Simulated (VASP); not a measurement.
# InH (P4/nmm) in VASP: notebook

The runs below take InH through single point, relaxation of cell and atoms, with PBE.

Everything below comes from runs of VASP 6.6.1. Logs are shortened: lines on timing, memory, paths and dates and some standing lists are left out, and cuts for length are marked.

### 1 The cell of the first run

Symmetry: P4/nmm, No. 129, tetragonal system. The conventional cell has a = 3.683 Å, b = 3.683 Å, c = 4.653 Å, α = 90.00°, β = 90.00°, γ = 90.00°. Within 2.8 Å of In (site symmetry 4mm) lie 4 H at 2.14 Å. Within 2.8 Å of H (site symmetry -4m2) lie 4 In at 2.14 Å and 4 H at 2.60 Å.

### 2 Single point, PBE

INCAR reads:

```
SYSTEM = InH
ALGO = Normal ; EDIFF = 1E-6
ENCUT = 520 ; GGA = PE
ISIF = 2 ; ISMEAR = 0
LASPH = .True. ; LCHARG = .True.
LELF = .True. ; LREAL = .False.
LVHAR = .True. ; LWAVE = .False.
NBANDS = 22 ; NELM = 80
PREC = Accurate ; SIGMA = 0.1
```

KPOINTS reads:

```
k-points
0
Gamma
  6 6 4
  0 0 0
```

POSCAR reads:

```
InH
1.0
    3.6827668583      0.0000000000      0.0000000000
    0.0000000000      3.6827668583      0.0000000000
    0.0000000000      0.0000000000      4.6534961661
In H
2 2
Direct
    0.0000000000      0.5000000000      0.2351000000
    0.5000000000      0.0000000000      0.7649000000
    0.0000000000      0.0000000000      0.0000000000
    0.5000000000      0.5000000000      0.0000000000
```

Potentials or basis: VASP PAW PBE potentials, release 64 (In_d, H).

On the command line:

```console
> cat potpaw_PBE.64/In_d/POTCAR potpaw_PBE.64/H/POTCAR > POTCAR
> mpirun -np 1 vasp_std > vasp.out
```

OUTCAR:

```text
SYSTEM = InH
   EDIFF = 1E-6
   ENCUT = 520
   GGA = PE
   ISIF = 2
   ISMEAR = 0
   LASPH = .True.
   LREAL = .False.
   NELM = 80
   PREC = Accurate

 ion  position               nearest neighbor table
   1  0.000  0.500  0.235-   3 2.14   4 2.14   3 2.14   4 2.14   2 3.40   2 3.40   2 3.40   2 3.40
                             2 3.59   2 3.59   2 3.59   2 3.59
   2  0.500  0.000  0.765-   3 2.14   4 2.14   4 2.14   3 2.14   1 3.40   1 3.40   1 3.40   1 3.40
                             1 3.59   1 3.59   1 3.59   1 3.59
   3  0.000  0.000  0.000-   1 2.14   2 2.14   1 2.14   2 2.14
   4  0.500  0.500  0.000-   1 2.14   2 2.14   2 2.14   1 2.14

  LATTYP: Found a simple tetragonal cell.
 ALAT       =     3.6827668583
 C/A-ratio  =     1.2635869565

  Lattice vectors:

 A1 = (   3.6827668583,   0.0000000000,   0.0000000000)
 A2 = (   0.0000000000,   3.6827668583,   0.0000000000)
 A3 = (   0.0000000000,   0.0000000000,   4.6534961661)

Analysis of symmetry for initial positions (statically):
=====================================================================
 Subroutine PRICEL returns:
 Original cell was already a primitive cell.

 Routine SETGRP: Setting up the symmetry group for a
 simple tetragonal supercell.

 Subroutine GETGRP returns: Found 16 space group operations
 (whereof  8 operations were pure point group operations)
 out of a pool of 16 trial point group operations.

The static configuration has the point symmetry D_2d.
 The point group associated with its full space group is D_4h.

Analysis of symmetry for dynamics (positions and initial velocities):
=====================================================================
 Subroutine PRICEL returns:
 Original cell was already a primitive cell.

 Routine SETGRP: Setting up the symmetry group for a
 simple tetragonal supercell.

 Subroutine GETGRP returns: Found 16 space group operations
 (whereof  8 operations were pure point group operations)
 out of a pool of 16 trial point group operations.

The dynamic configuration has the point symmetry D_2d.
 The point group associated with its full space group is D_4h.

 Subroutine INISYM returns: Found 16 space group operations
 (whereof  8 operations are pure point group operations),
 and found     1 'primitive' translations

----------------------------------------------------------------------------------------

                                     Primitive cell

  volume of cell :      63.1143

  direct lattice vectors                    reciprocal lattice vectors
     3.682766858  0.000000000  0.000000000     0.271534973  0.000000000  0.000000000
     0.000000000  3.682766858  0.000000000     0.000000000  0.271534973  0.000000000
     0.000000000  0.000000000  4.653496166     0.000000000  0.000000000  0.214892194

  length of vectors
     3.682766858  3.682766858  4.653496166     0.271534973  0.271534973  0.214892194

  position of ions in fractional coordinates (direct lattice)
     0.000000000  0.500000000  0.235100000
     0.500000000  0.000000000  0.764900000
     0.000000000  0.000000000  0.000000000
     0.500000000  0.500000000  0.000000000

  ion indices of the primitive-cell ions
   primitive index   ion index
                 1           1
                 2           2
                 3           3
                 4           4

----------------------------------------------------------------------------------------

 KPOINTS: k-points

Automatic generation of k-mesh.
 Grid dimensions read from file:
 generate k-points for:    6    6    4

 Generating k-lattice:

  Cartesian coordinates                     Fractional coordinates (reciprocal lattice)
     0.045255829  0.000000000  0.000000000     0.166666667  0.000000000  0.000000000
     0.000000000  0.045255829  0.000000000     0.000000000  0.166666667  0.000000000
     0.000000000  0.000000000  0.053723048     0.000000000  0.000000000  0.250000000

  Length of vectors
     0.045255829  0.045255829  0.053723048

  Shift w.r.t. Gamma in fractional coordinates (k-lattice)
     0.000000000  0.000000000  0.000000000

 Subroutine IBZKPT returns following result:
 ===========================================

 Found     30 irreducible k-points:

 Following reciprocal coordinates:
            Coordinates               Weight
  0.000000  0.000000  0.000000      1.000000
  0.166667  0.000000  0.000000      4.000000
  0.333333  0.000000  0.000000      4.000000
  0.500000  0.000000  0.000000      2.000000
  0.166667  0.166667  0.000000      4.000000
  0.333333  0.166667  0.000000      8.000000
[... 16 lines left out ...]
  0.333333  0.000000  0.500000      4.000000
  0.500000  0.000000  0.500000      2.000000
 [... further k-points ...]
   k-points           NKPTS =     30   k-points in BZ     NKDIM =     30   number of bands    NBANDS=     22
   number of dos      NEDOS =    301   number of ions     NIONS =      4
   total plane-waves  NPLWV =  28224
   dimension x,y,z NGX =    28 NGY =   28 NGZ =   36
   dimension x,y,z NGXF=    56 NGYF=   56 NGZF=   72
   ions per type =               2   2
   NGX,Y,Z   is equivalent  to a cutoff of  12.64, 12.64, 12.86 a.u.
   NGXF,Y,Z  is equivalent  to a cutoff of  25.28, 25.28, 25.72 a.u.
 SYSTEM =  InH
   PREC   = accura    normal or accurate (medium, high low for compatibility)
   ISTART =      0    job   : 0-new  1-cont  2-samecut
   ICHARG =      2    charge: 1-file 2-atom 10-const
   ISPIN  =      1    spin polarized calculation?
   LNONCOLLINEAR =      F non collinear calculations
   LSORBIT =      F    spin-orbit coupling
   LASPH  =      T    aspherical Exc in radial PAW
   ENCUT  =  520.0 eV  38.22 Ry    6.18 a.u.   6.85  6.85  8.65*2*pi/ulx,y,z
   NELM   =     80;   NELMIN=  2; NELMDL= -5     # of ELM steps
   EDIFF  = 0.1E-05   stopping-criterion for ELM
   LREAL  =      F    real-space projection
   EDIFFG = 0.1E-04   stopping-criterion for IOM
   NSW    =      0    number of steps for IOM
   IBRION =     -1    ionic relax: 0-MD 1-quasi-New 2-CG
   NFREE  =      0    steps in history (QN), initial steepest desc. (CG)
   ISIF   =      2    stress and relaxation
   ISYM   =      2    0-nonsym 1-usesym 2-fastsym
   POTIM  = 0.5000    time-step for ionic-motion
   TEBEG  =    0.0;   TEEND  =   0.0 temperature during run
   PSTRESS=    0.0 pullay stress
   NELECT =      28.0000    total number of electrons
   NUPDOWN=      -1.0000    fix difference up-down
   EMIN   =  10.00;   EMAX   =-10.00  energy-range for DOS
   EFERMI =   0.00;   METHOD = LEGACY
   ISMEAR =     0;   SIGMA  =   0.10  broadening in eV -4-tet -1-fermi 0-gaus
   EFERMI_NEDOS =   21; number of points for ismear=-14 and -15
   IALGO  =     38    algorithm
   IMIX   =      4    mixing-type and parameters
     AMIX     =   0.40;   BMIX     =  1.00
     AMIX_MAG =   1.60;   BMIX_MAG =  1.00
  volume/ion in A,a.u.               =      15.78       106.48
  Fermi-wavevector in a.u.,A,eV,Ry     =   1.248585  2.359484 21.211012  1.558965
  Thomas-Fermi vector in A             =   2.382665
   LORBIT       =      0    0 simple, 1 ext, 2 COOP (PROOUT), +10 PAW based schemes
   GGA     = PE    functional components
   LHFCALC =     F    Hartree Fock is set to
   AEXX    =    0.0000 exact exchange contribution
   IVDW    =     0    specifies the selected vdW correction
   LEPSILON=     F    determine dielectric tensor
   LRPA    =     F    only Hartree local field effects (RPA)
 non-spin polarized calculation
 Gauss-broadening in eV      SIGMA  =   0.10
  energy-cutoff  :      520.00
  volume of cell :       63.11
 maximum number of plane-waves:      1714
 NGX is ok and might be reduce to    28
   NGX = 13   NGY = 13   NGZ = 17

 number of electron      28.0000012 magnetization

 Free energy of the ion-electron system (eV)
  ---------------------------------------------------
  ext. energy  EPLUGINS =         0.00000000
  ---------------------------------------------------
  free energy    TOTEN  =       -10.34401763 eV

  energy without entropy =      -10.33868019  energy(sigma->0) =      -10.34134891

 E-fermi :   6.3663     XC(G=0):  -9.8077

 val. band max:        6.3635685610   @ k =   0.3333   0.3333   0.2500
 cond. band min:       6.4743927820   @ k =   0.5000   0.3333   0.2500
 fundamental gap:      0.1108242211
 Fermi energy:         6.3663110613

 k-point     1 :       0.0000    0.0000    0.0000
  band No.  band energies     occupation
      1      -8.6087      2.00000
      2      -8.4173      2.00000
      3      -8.3908      2.00000
      4      -8.3908      2.00000
      5      -8.3042      2.00000
      6      -8.2920      2.00000
[... 14 lines left out ...]
     21      15.0443      0.00000
     22      16.4421      0.00000

 k-point     2 :       0.1667    0.0000    0.0000
  band No.  band energies     occupation
      1      -8.5753      2.00000
      2      -8.3911      2.00000
      3      -8.3822      2.00000
      4      -8.3742      2.00000
      5      -8.2966      2.00000
      6      -8.2952      2.00000
[... 14 lines left out ...]
     21      14.9444      0.00000
     22      15.6357      0.00000

 k-point     3 :       0.3333    0.0000    0.0000
  band No.  band energies     occupation
      1      -8.5125      2.00000
      2      -8.3560      2.00000
      3      -8.3408      2.00000
      4      -8.3338      2.00000
      5      -8.3043      2.00000
      6      -8.3027      2.00000
[... 14 lines left out ...]
     21      15.3873      0.00000
     22      18.1156      0.00000
[... 476 lines left out ...]
 k-point    23 :       0.3333    0.0000    0.5000
  band No.  band energies     occupation
      1      -8.5201      2.00000
      2      -8.4223      2.00000
      3      -8.3772      2.00000
      4      -8.3682      2.00000
      5      -8.3137      2.00000
      6      -8.2793      2.00000
[... 14 lines left out ...]
     21      15.9323      0.00000
     22      16.4441      0.00000

 k-point    24 :       0.5000    0.0000    0.5000
  band No.  band energies     occupation
      1      -8.4926      2.00000
      2      -8.4926      2.00000
      3      -8.3943      2.00000
      4      -8.3943      2.00000
      5      -8.2976      2.00000
      6      -8.2976      2.00000
[... 14 lines left out ...]
     21      16.1528      0.00000
     22      16.1528      0.00000

 [... further k-points ...]

------------------------ aborting loop because EDIFF is reached ----------------------------------------

  FORCE on cell =-STRESS in cart. coord.  units (eV):
  Direction    XX          YY          ZZ          XY          YZ          ZX
  --------------------------------------------------------------------------------------
  -------------------------------------------------------------------------------------
  Total        2.7075393      2.7075393      1.8108986      0.0000000      0.0000000      0.0000000
  in kB       68.7317712     68.7317712     45.9702537      0.0000000      0.0000000      0.0000000
  external PRESSURE =      61.1445987 kB  Pullay stress =       0.0000000 kB

 VOLUME and BASIS-vectors are now :
 -----------------------------------------------------------------------------
  energy-cutoff  :      520.00
  volume of cell :       63.11
      direct lattice vectors                 reciprocal lattice vectors
     3.682766858  0.000000000  0.000000000     0.271534973  0.000000000  0.000000000
     0.000000000  3.682766858  0.000000000     0.000000000  0.271534973  0.000000000
     0.000000000  0.000000000  4.653496166     0.000000000  0.000000000  0.214892194

 POSITION                                       TOTAL-FORCE (eV/Angst)
 -----------------------------------------------------------------------------------
      0.00000      1.84138      1.09404        -0.000000      0.000000      1.386543
      1.84138      0.00000      3.55946         0.000000      0.000000     -1.386543
      0.00000      0.00000      0.00000        -0.000000      0.000000      0.000000
      1.84138      1.84138      0.00000         0.000000     -0.000000      0.000000
 -----------------------------------------------------------------------------------
    total drift:                                0.000000      0.000000     -0.000000

  FREE ENERGIE OF THE ION-ELECTRON SYSTEM (eV)
  ---------------------------------------------------
  free  energy   TOTEN  =       -10.3440176287 eV

  energy  without entropy=      -10.3386801942  energy(sigma->0) =      -10.34134891
```

Run time: 14 s. Hardware: 1 thread of Intel Xeon Platinum 8559C (Emerald Rapids), shared host; peak memory 0.19 GiB.

What came out:

```yaml
Free_energy: -10.3440 eV
Pressure: 6.1 GPa
Largest_force: 1.387 eV/Å
Band_gap_on_the_k_mesh: zero (bands 14 and 15 overlap by 4.16 eV)
```

Forces in eV/Å, atoms in the order of the input:
```
In   0.000  0.000  1.387
In   0.000  0.000 -1.387
H    0.000  0.000  0.000
H    0.000  0.000  0.000
```

Stress tensor (GPa, compression positive):
```
6.87 0.00 0.00
0.00 6.87 0.00
0.00 0.00 4.60
```

Caveat: the cell stands under pressure; spin-orbit coupling is left out, which moves the levels of the heavy elements; forces of over 1 eV/Å act on the atoms, so gaps and moduli don't describe the material at rest.

### 3 Single point, PBE

This run uses another cell than the first one, of 16.90 Å³/atom.

INCAR reads:

```
PREC     = Accurate       # precision mode
ENCUT    = 520            # plane-wave cutoff, eV
EDIFF    = 1E-6           # SCF threshold, eV
ISMEAR   = 0              # smearing method
SIGMA    = 0.1            # smearing width, eV
LREAL    = False          # projectors in reciprocal space
LASPH    = True           # aspherical terms in the spheres
NELM     = 60             # most SCF steps
ALGO     = Normal         # electronic algorithm
ISIF     = 2              # what is computed and relaxed
LWAVE    = False          # write WAVECAR
LCHARG   = False          # write CHGCAR
GGA      = PE             # functional
NBANDS   = 22             # bands
```

KPOINTS reads:

```
regular mesh
0
Gamma
  6 6 4
```

POSCAR reads:

```
InH
1.0
    3.7886469861      0.0000000000      0.0000000000
    0.0000000000      3.7886469861      0.0000000000
    0.0000000000      0.0000000000      4.7108803643
In H
2 2
Direct
    0.0000000000      0.5000000000      0.2700665043
    0.5000000000      0.0000000000      0.7299334957
    0.0000000000      0.0000000000      0.0000000000
    0.5000000000      0.5000000000      0.0000000000
```

Potentials or basis: VASP PAW PBE potentials, release 64 (In_d, H).

On the command line:

```console
> cat potpaw_PBE.64/In_d/POTCAR potpaw_PBE.64/H/POTCAR > POTCAR
> mpirun -np 1 vasp_std > vasp.out
```

Wall time 13 s (1 thread of Intel Xeon Platinum 8559C (Emerald Rapids), shared host); peak memory 0.19 GiB.

Results (log left out):

- Free energy: -10.6381 eV
- Pressure: -0.3 GPa
- Largest force: 0.022 eV/Å
- Band gap on the k mesh: zero (bands 14 and 15 overlap by 4.18 eV)

Forces on the atoms (eV/Å):
```
In   0.000  0.000  0.022
In   0.000  0.000 -0.022
H    0.000  0.000  0.000
H    0.000  0.000  0.000
```

Stress tensor (GPa, compression positive):
```
-0.27  0.00  0.00
 0.00 -0.27  0.00
 0.00  0.00 -0.43
```

Levels at points of the mesh, in eV from the Fermi level:
```tsv
k point	band 10	band 11	band 12	band 13	band 14	band 15	band 16	band 17	band 18	band 19
(0.00, 0.00, 0.00)	-14.47	-9.74	-3.13	-2.10	-1.44	1.83	1.83	4.82	7.96	8.05
(0.50, 0.00, 0.00)	-14.55	-7.05	-7.05	-0.77	-0.77	1.27	1.27	4.67	4.67	5.27
(0.50, 0.50, 0.00)	-14.45	-5.12	-5.12	-3.62	-3.62	2.95	2.95	3.04	3.04	3.60
(0.00, 0.00, 0.50)	-14.53	-8.75	-6.89	-1.40	3.52	3.80	3.80	3.84	3.84	3.98
(0.50, 0.00, 0.50)	-14.47	-6.13	-6.13	-3.88	-3.88	3.75	3.75	5.18	5.18	6.94
(0.50, 0.50, 0.50)	-14.51	-4.38	-4.38	-3.13	-3.13	-0.64	-0.64	0.46	0.46	9.22
```

Caveat: spin-orbit coupling is left out, which moves the levels of the heavy elements.

### 4 Relaxation of cell and atoms, PBE

INCAR reads:

```
  PREC = Accurate
  ENCUT = 600
  EDIFF = 1E-7
  ISMEAR = 0
  SIGMA = 0.1
  LREAL = False
  LASPH = True
  NELM = 60
  ALGO = Normal
  ISIF = 3
  LWAVE = False
  LCHARG = False
  GGA = PE
  IBRION = 2
  NSW = 90
  EDIFFG = -0.04
```

KPOINTS is that of step 3.

POSCAR reads:

```
InH
1.0
    3.6827668583      0.0000000000      0.0000000000
    0.0000000000      3.6827668583      0.0000000000
    0.0000000000      0.0000000000      4.6534961661
In H
2 2
Direct
    0.0000000000      0.5000000000      0.2351000000
    0.5000000000      0.0000000000      0.7649000000
    0.0000000000      0.0000000000      0.0000000000
    0.5000000000      0.5000000000      0.0000000000
```

On the command line:

```console
> cat potpaw_PBE.64/In_d/POTCAR potpaw_PBE.64/H/POTCAR > POTCAR
> mpirun -np 1 vasp_std > vasp.out
```

Run time: 2 min. Hardware: 1 thread of Intel Xeon Platinum 8559C (Emerald Rapids), shared host; peak memory 0.21 GiB.

It converged, with:

* Free energy: -10.6379 eV
* Relaxed volume: 16.65 Å³/atom
* Relaxed cell: a = 3.771 Å, b = 3.771 Å, c = 4.684 Å, α = 90.00°, β = 90.00°, γ = 90.00°
* Space group after relaxing (to 0.1 Å): P4/nmm (No. 129)
* Energy gained by relaxing: 73.3 meV/atom
* Ionic steps: 8
* Pressure after relaxing: 0.2 GPa
* Largest force after relaxing: 0.035 eV/Å
* Band gap on the k mesh: zero (bands 14 and 15 overlap by 4.33 eV)

Forces in eV/Å, atoms in the order of the input:
```
In   0.000  0.000  0.035
In   0.000  0.000 -0.035
H    0.000  0.000  0.000
H    0.000  0.000  0.000
```

Stress tensor (GPa, compression positive):
```
0.28 0.00 0.00
0.00 0.28 0.00
0.00 0.00 0.12
```

The path:
```
step  energy change (eV)  largest force (eV/Å)  pressure (GPa)  volume (Å³)
   1              0.0000                1.3856            6.18        63.11
   2             -0.2432                0.5024            0.72        68.84
   3             -0.2620                0.2307           -0.75        71.19
   4             -0.2711                0.1936           -0.63        70.40
   5             -0.2897                0.1034           -0.23        68.04
   6             -0.2672                0.2132            1.64        63.50
   7             -0.2930                0.0568            0.10        66.97
   8             -0.2932                0.0354            0.23        66.61
```

Final structure:
```xyz
4
Lattice="3.7712 0.0000 0.0000 0.0000 3.7712 0.0000 0.0000 0.0000 4.6839" Properties=species:S:1:pos:R:3 pbc="T T T"
In    3.7712    1.8856    1.2697
In    1.8856    0.0000    3.4142
H     3.7712    0.0000    0.0000
H     1.8856    1.8856    4.6839
```

Levels at points of the mesh, in eV from the Fermi level:
```
           k point  band 11  band 12  band 13  band 14  band 15  band 16  band 17  band 18
(0.00, 0.00, 0.00)    -9.81    -3.15    -2.03    -1.42     1.85     1.85     4.86     8.10
(0.50, 0.00, 0.00)    -7.09    -7.09    -0.73    -0.73     1.31     1.31     4.73     4.73
(0.50, 0.50, 0.00)    -5.16    -5.16    -3.60    -3.60     2.99     2.99     3.10     3.10
(0.00, 0.00, 0.50)    -8.80    -6.95    -1.38     3.67     3.88     3.88     3.88     3.88
(0.50, 0.00, 0.50)    -6.14    -6.14    -3.91    -3.91     3.82     3.82     5.26     5.26
(0.50, 0.50, 0.50)    -4.39    -4.39    -3.09    -3.09    -0.66    -0.66     0.46     0.46
```

Caveat: spin-orbit coupling is left out, which moves the levels of the heavy elements.

(Part 1 of 2 ends here.)
